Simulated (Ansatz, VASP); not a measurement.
**Two plane-wave programs on TiZn3**

```
CELL_PARAMETERS angstrom
3.93220 0.00000 0.00000
0.00000 3.93220 0.00000
0.00000 0.00000 3.93220
ATOMIC_POSITIONS crystal
Ti 0.00000 0.00000 0.00000
Zn 0.00000 0.50000 0.50000
Zn 0.50000 0.00000 0.50000
Zn 0.50000 0.50000 0.00000
```

Alike in both runs: task single point; functional LDA; k mesh 7 × 7 × 7; occupations methfessel-paxton of order 1, width 0.02 eV; no spin polarisation.

|  | VASP | Ansatz |
| --- | --- | --- |
| version | VASP 6.6.1 | Ansatz 0.2.0 |
| potentials or method | VASP PAW LDA potentials, release 64 (Ti_sv, Zn) | plane waves, PAW |
| plane-wave cutoff (eV) | 520 | 420 |
| valence electrons in the cell | 48 | 48 |

Ansatz gave:

* gap on the k mesh at the Fermi level (eV): none
* pressure (GPa): -9.9

Q: Which values does VASP return?

A: gap on the k mesh at the Fermi level (eV): none; pressure (GPa): -9.4.

LDA's correlation is that of Perdew and Zunger in VASP and of Perdew and Wang (1992) in Ansatz. A gap of «none» marks a metal or a gap that the smearing closes. Ansatz's warnings: stress scf threshold loose.
